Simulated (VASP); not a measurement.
Runs of VASP 6.6.1 on SnSe (wurtzite type). The structure is that of space group P6_3/mmc (No. 194), or close to it. The cells are those of the table. 

| cell | gap on the mesh (eV) | pressure (GPa) |
| --- | --- | --- |
| a = 4.750, b = 4.750, c = 5.696 Å, angles 90.0, 90.0, 120.0°, 4 atoms | 0.32 | 12.3 |
| a = 4.411, b = 4.411, c = 5.286 Å, angles 90.0, 90.0, 120.0°, 4 atoms | none | 37.5 |
| a = 5.021, b = 5.021, c = 5.990 Å, angles 90.0, 90.0, 120.0°, 4 atoms | (a) | 2.1 |
| a = 4.583, b = 4.583, c = 5.508 Å, angles 90.0, 90.0, 120.0°, 4 atoms | none | (b) |

Alike in all rows: task single point; level PBE; potentials or basis VASP PAW PBE potentials, release 64 (Sn_d, Se); no spin polarisation; k mesh 9 × 9 × 5; cutoff (eV) 520; smearing fermi-dirac 0.08 eV.

**Question.** Estimate the missing entries.

**Answer.** (a) 0.87; (b) 22.4.

Caveats: spin-orbit coupling is left out, which moves the levels of the heavy elements.

A k mesh can miss the band edges, and the runs leave out spin-orbit coupling on Se, Sn.

A gap of «none» marks levels without a gap at the run's occupations.
